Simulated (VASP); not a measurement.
# Li2O (Fm-3m) in VASP: a series of runs

Runs on Li2O. Level: PBE. Tasks: single point.

Program: VASP 6.6.1. These are calculated values, not measurements. Logs are shortened: lines on timing, memory, paths and dates and some standing lists are left out, and cuts for length are marked.

## (1) The cell of the first run

Symmetry: Fm-3m, No. 225, cubic system. The conventional cell has a = 4.610 Å, b = 4.610 Å, c = 4.610 Å, α = 90.00°, β = 90.00°, γ = 90.00°. Li (site symmetry -43m) has 4 O at 2.00 Å and 6 Li at 2.30 Å within 2.6 Å. O (site symmetry m-3m) has 8 Li at 2.00 Å within 2.6 Å.

## (2) Single point, PBE

INCAR

```
PREC     = Accurate       # precision mode
ENCUT    = 750            # plane-wave cutoff, eV
EDIFF    = 1E-6           # SCF threshold, eV
ISMEAR   = 0              # smearing method
SIGMA    = 0.01           # smearing width, eV
LREAL    = F              # projectors in reciprocal space
LASPH    = T              # aspherical terms in the spheres
NELM     = 120            # most SCF steps
ALGO     = Normal         # electronic algorithm
ISIF     = 2              # what is computed and relaxed
LWAVE    = F              # write WAVECAR
LCHARG   = T              # write CHGCAR
GGA      = PE             # functional
LELF     = T              # ELF
LVHAR    = T            
NBANDS   = 13             # bands
GGA_COMPAT= F
```

KPOINTS

```
regular mesh
0
Gamma
  4 4 4
```

POSCAR

```
Li2O
1.0
    3.2597620000      0.0000000000      0.0000000000
    1.6298810000      2.8230367023      0.0000000000
    1.6298810000      0.9410122341      2.6615845276
Li O
2 1
Direct
    0.2500000000      0.2500000000      0.2500000000
    0.7500000000      0.7500000000      0.7500000000
    0.0000000000      0.0000000000      0.0000000000
```

Potentials or basis: VASP PAW PBE potentials, release 64 (Li_sv, O).

Command:

```console
$ cat potpaw_PBE.64/Li_sv/POTCAR potpaw_PBE.64/O/POTCAR > POTCAR
$ mpirun -np 1 vasp_std > vasp.out
```

OUTCAR:

```text
PREC = Accurate
   ENCUT = 750
   EDIFF = 1E-6
   ISMEAR = 0
   LREAL = F
   LASPH = T
   NELM = 120
   ISIF = 2
   GGA = PE

 ion  position               nearest neighbor table
   1  0.250  0.250  0.250-   3 2.00   3 2.00   3 2.00   3 2.00   2 2.30   2 2.30   2 2.30   2 2.30
                             2 2.30   2 2.30
   2  0.750  0.750  0.750-   3 2.00   3 2.00   3 2.00   3 2.00   1 2.30   1 2.30   1 2.30   1 2.30
                             1 2.30   1 2.30
   3  0.000  0.000  0.000-   2 2.00   1 2.00   1 2.00   2 2.00   2 2.00   1 2.00   1 2.00   2 2.00

  LATTYP: Found a face centered cubic cell.
 ALAT       =     4.6099996305

  Lattice vectors:

 A1 = (   3.2597620000,   0.0000000000,   0.0000000000)
 A2 = (   1.6298810000,   2.8230367023,   0.0000000000)
 A3 = (   1.6298810000,   0.9410122341,   2.6615845276)

Analysis of symmetry for initial positions (statically):
=====================================================================
 Subroutine PRICEL returns:
 Original cell was already a primitive cell.

 Routine SETGRP: Setting up the symmetry group for a
 face centered cubic supercell.

 Subroutine GETGRP returns: Found 48 space group operations
 (whereof 48 operations were pure point group operations)
 out of a pool of 48 trial point group operations.

The static configuration has the point symmetry O_h .

Analysis of symmetry for dynamics (positions and initial velocities):
=====================================================================
 Subroutine PRICEL returns:
 Original cell was already a primitive cell.

 Routine SETGRP: Setting up the symmetry group for a
 face centered cubic supercell.

 Subroutine GETGRP returns: Found 48 space group operations
 (whereof 48 operations were pure point group operations)
 out of a pool of 48 trial point group operations.

The dynamic configuration has the point symmetry O_h .

 Subroutine INISYM returns: Found 48 space group operations
 (whereof 48 operations are pure point group operations),
 and found     1 'primitive' translations

----------------------------------------------------------------------------------------

                                     Primitive cell

  volume of cell :      24.4930

  direct lattice vectors                    reciprocal lattice vectors
     3.259762000  0.000000000  0.000000000     0.306770862 -0.177114240 -0.125238680
     1.629881000  2.823036702  0.000000000     0.000000000  0.354228480 -0.125238680
     1.629881000  0.941012234  2.661584528     0.000000000  0.000000000  0.375716040

  length of vectors
     3.259762000  3.259762000  3.259762000     0.375716040  0.375716040  0.375716040

  position of ions in fractional coordinates (direct lattice)
     0.250000000  0.250000000  0.250000000
     0.750000000  0.750000000  0.750000000
     0.000000000  0.000000000  0.000000000

  ion indices of the primitive-cell ions
   primitive index   ion index
                 1           1
                 2           2
                 3           3

----------------------------------------------------------------------------------------

 KPOINTS: regular mesh

Automatic generation of k-mesh.
 Grid dimensions read from file:
 generate k-points for:    4    4    4

 Generating k-lattice:

  Cartesian coordinates                     Fractional coordinates (reciprocal lattice)
     0.076692716 -0.044278560 -0.031309670     0.250000000  0.000000000  0.000000000
     0.000000000  0.088557120 -0.031309670     0.000000000  0.250000000  0.000000000
     0.000000000  0.000000000  0.093929010     0.000000000  0.000000000  0.250000000

  Length of vectors
     0.093929010  0.093929010  0.093929010

  Shift w.r.t. Gamma in fractional coordinates (k-lattice)
     0.000000000  0.000000000  0.000000000

 Subroutine IBZKPT returns following result:
 ===========================================

 Found      8 irreducible k-points:

 Following reciprocal coordinates:
            Coordinates               Weight
  0.000000  0.000000  0.000000      1.000000
  0.250000  0.000000  0.000000      8.000000
  0.500000  0.000000  0.000000      4.000000
  0.250000  0.250000  0.000000      6.000000
  0.500000  0.250000  0.000000     24.000000
 -0.250000  0.250000 -0.000000     12.000000
  0.500000  0.500000  0.000000      3.000000
 -0.250000  0.500000  0.250000      6.000000
   k-points           NKPTS =      8   k-points in BZ     NKDIM =      8   number of bands    NBANDS=     13
   number of dos      NEDOS =    301   number of ions     NIONS =      3
   total plane-waves  NPLWV =  27000
   dimension x,y,z NGX =    30 NGY =   30 NGZ =   30
   dimension x,y,z NGXF=    60 NGYF=   60 NGZF=   60
   ions per type =               2   1
   NGX,Y,Z   is equivalent  to a cutoff of  15.30, 15.30, 15.30 a.u.
   NGXF,Y,Z  is equivalent  to a cutoff of  30.60, 30.60, 30.60 a.u.
 SYSTEM =  unknown system
   PREC   = accura    normal or accurate (medium, high low for compatibility)
   ISTART =      0    job   : 0-new  1-cont  2-samecut
   ICHARG =      2    charge: 1-file 2-atom 10-const
   ISPIN  =      1    spin polarized calculation?
   LNONCOLLINEAR =      F non collinear calculations
   LSORBIT =      F    spin-orbit coupling
   LASPH  =      T    aspherical Exc in radial PAW
   ENCUT  =  750.0 eV  55.12 Ry    7.42 a.u.   7.28  7.28  7.28*2*pi/ulx,y,z
   NELM   =    120;   NELMIN=  2; NELMDL= -5     # of ELM steps
   EDIFF  = 0.1E-05   stopping-criterion for ELM
   LREAL  =      F    real-space projection
   EDIFFG = 0.1E-04   stopping-criterion for IOM
   NSW    =      0    number of steps for IOM
   IBRION =     -1    ionic relax: 0-MD 1-quasi-New 2-CG
   NFREE  =      0    steps in history (QN), initial steepest desc. (CG)
   ISIF   =      2    stress and relaxation
   ISYM   =      2    0-nonsym 1-usesym 2-fastsym
   POTIM  = 0.5000    time-step for ionic-motion
   TEBEG  =    0.0;   TEEND  =   0.0 temperature during run
   PSTRESS=    0.0 pullay stress
   NELECT =      12.0000    total number of electrons
   NUPDOWN=      -1.0000    fix difference up-down
   EMIN   =  10.00;   EMAX   =-10.00  energy-range for DOS
   EFERMI =   0.00;   METHOD = LEGACY
   ISMEAR =     0;   SIGMA  =   0.01  broadening in eV -4-tet -1-fermi 0-gaus
   EFERMI_NEDOS =   21; number of points for ismear=-14 and -15
   IALGO  =     38    algorithm
   IMIX   =      4    mixing-type and parameters
     AMIX     =   0.40;   BMIX     =  1.00
     AMIX_MAG =   1.60;   BMIX_MAG =  1.00
  volume/ion in A,a.u.               =       8.16        55.10
  Fermi-wavevector in a.u.,A,eV,Ry     =   1.290588  2.438858 22.662107  1.665618
  Thomas-Fermi vector in A             =   2.422410
   LORBIT       =      0    0 simple, 1 ext, 2 COOP (PROOUT), +10 PAW based schemes
   GGA     = PE    functional components
   LHFCALC =     F    Hartree Fock is set to
   AEXX    =    0.0000 exact exchange contribution
   IVDW    =     0    specifies the selected vdW correction
   LEPSILON=     F    determine dielectric tensor
   LRPA    =     F    only Hartree local field effects (RPA)
 non-spin polarized calculation
 Gauss-broadening in eV      SIGMA  =   0.01
  energy-cutoff  :      750.00
  volume of cell :       24.49
 maximum number of plane-waves:      1158
 NGX is ok and might be reduce to    30
   NGX = 15   NGY = 15   NGZ = 15

 number of electron      12.0000001 magnetization

 Free energy of the ion-electron system (eV)
  ---------------------------------------------------
  ext. energy  EPLUGINS =         0.00000000
  ---------------------------------------------------
  free energy    TOTEN  =       -14.35253219 eV

  energy without entropy =      -14.35253219  energy(sigma->0) =      -14.35253219

 E-fermi :   1.4559     XC(G=0):  -9.7772

 val. band max:        1.3706805495   @ k =   0.0000   0.0000   0.0000
 cond. band min:       6.3589676150   @ k =   0.5000   0.5000   0.0000
 fundamental gap:      4.9882870655
 Fermi energy:         1.4559406304

 k-point     1 :       0.0000    0.0000    0.0000
  band No.  band energies     occupation
      1     -41.6055      2.00000
      2     -41.2693      2.00000
      3     -14.0881      2.00000
      4       1.3707      2.00000
      5       1.3707      2.00000
      6       1.3707      2.00000
      7       6.6804      0.00000
      8      13.3407      0.00000
      9      13.3407      0.00000
     10      13.3407      0.00000
     11      20.4343      0.00000
     12      20.4343      0.00000
     13      20.4343      0.00000

 k-point     2 :       0.2500    0.0000    0.0000
  band No.  band energies     occupation
      1     -41.5493      2.00000
      2     -41.3123      2.00000
      3     -13.9802      2.00000
      4      -0.1907      2.00000
      5       1.1333      2.00000
      6       1.1333      2.00000
      7       8.0989      0.00000
      8      13.1420      0.00000
      9      13.8167      0.00000
     10      13.8167      0.00000
     11      18.2208      0.00000
     12      18.2208      0.00000
     13      22.2315      0.00000

 k-point     3 :       0.5000    0.0000    0.0000
  band No.  band energies     occupation
      1     -41.4247      2.00000
      2     -41.4236      2.00000
      3     -13.8604      2.00000
      4      -1.4162      2.00000
      5       0.9219      2.00000
      6       0.9219      2.00000
      7      10.6221      0.00000
      8      11.2404      0.00000
      9      13.4657      0.00000
     10      13.4657      0.00000
     11      19.2786      0.00000
     12      19.2786      0.00000
     13      24.2685      0.00000
[... 49 lines left out ...]
 k-point     7 :       0.5000    0.5000    0.0000
  band No.  band energies     occupation
      1     -41.4736      2.00000
      2     -41.3642      2.00000
      3     -13.8138      2.00000
      4      -0.2368      2.00000
      5      -0.0216      2.00000
      6      -0.0216      2.00000
      7       6.3590      0.00000
      8      14.9648      0.00000
      9      14.9648      0.00000
     10      16.1642      0.00000
     11      17.1802      0.00000
     12      21.3935      0.00000
     13      24.8901      0.00000

 k-point     8 :      -0.2500    0.5000    0.2500
  band No.  band energies     occupation
      1     -41.4191      2.00000
      2     -41.4191      2.00000
      3     -13.8010      2.00000
      4      -0.4635      2.00000
      5      -0.1259      2.00000
      6      -0.1259      2.00000
      7       8.5629      0.00000
      8      11.8413      0.00000
      9      15.5412      0.00000
     10      15.5412      0.00000
     11      19.5929      0.00000
     12      19.5929      0.00000
     13      24.5606      0.00000

------------------------ aborting loop because EDIFF is reached ----------------------------------------

  FORCE on cell =-STRESS in cart. coord.  units (eV):
  Direction    XX          YY          ZZ          XY          YZ          ZX
  --------------------------------------------------------------------------------------
  -------------------------------------------------------------------------------------
  Total        0.0815064      0.0815064      0.0815064     -0.0000000      0.0000000     -0.0000000
  in kB        5.3316229      5.3316229      5.3316229     -0.0000000      0.0000000     -0.0000000
  external PRESSURE =       5.3316229 kB  Pullay stress =       0.0000000 kB

 VOLUME and BASIS-vectors are now :
 -----------------------------------------------------------------------------
  energy-cutoff  :      750.00
  volume of cell :       24.49
      direct lattice vectors                 reciprocal lattice vectors
     3.259762000  0.000000000  0.000000000     0.306770862 -0.177114240 -0.125238680
     1.629881000  2.823036702  0.000000000     0.000000000  0.354228480 -0.125238680
     1.629881000  0.941012234  2.661584528     0.000000000  0.000000000  0.375716040

 POSITION                                       TOTAL-FORCE (eV/Angst)
 -----------------------------------------------------------------------------------
      1.62988      0.94101      0.66540        -0.000000      0.000000      0.000000
      4.88964      2.82304      1.99619         0.000000     -0.000000     -0.000000
      0.00000      0.00000      0.00000         0.000000      0.000000      0.000000
 -----------------------------------------------------------------------------------
    total drift:                               -0.000000      0.000000     -0.000000

  FREE ENERGIE OF THE ION-ELECTRON SYSTEM (eV)
  ---------------------------------------------------
  free  energy   TOTEN  =       -14.3525321923 eV

  energy  without entropy=      -14.3525321923  energy(sigma->0) =      -14.35253219
```

Wall time 6.3 s (1 thread of Intel Xeon Platinum 8375C at 2.90GHz (Ice Lake), shared host); peak memory 0.15 GiB.

What came out:

| Quantity | Value |
| --- | --- |
| Free energy | -14.3525 eV |
| Pressure | 0.5 GPa |
| Band gap on the k mesh | 4.99 eV, indirect (least direct gap 5.31 eV) |

Caveat: the k points lie up to 0.59 Å⁻¹ apart.

(Part 1 of 2 ends here.)
